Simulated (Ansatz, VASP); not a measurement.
**InP in VASP and in Ansatz**

```
In P
1.0
     0.00000    2.73141    2.73141
     2.73141    0.00000    2.73141
     2.73141    2.73141    0.00000
In P
1 1
Direct
  0.00000 0.00000 0.00000
  0.50000 0.50000 0.50000
```

Alike in both runs: task single point; functional HSE06; k mesh 6 × 6 × 6; occupations fermi-dirac, width 0.05 eV; no spin polarisation.

```csv
,VASP,Ansatz
version,VASP 6.6.1,Ansatz 0.2.0
potentials or method,"VASP PAW PBE potentials, release 64 (In_d, P)",Ansatz PAW
plane-wave cutoff (eV),520,420
valence electrons in the cell,18,18
```

Ansatz gave:

| Quantity | Value |
| --- | --- |
| gap on the k mesh at the Fermi level (eV) | none |
| pressure (GPa) | 1.3 |

Task: Which values does VASP return?

Result: gap on the k mesh at the Fermi level (eV): none; pressure (GPa): 1.2.

A gap of «none» marks a metal or a gap that the smearing closes.
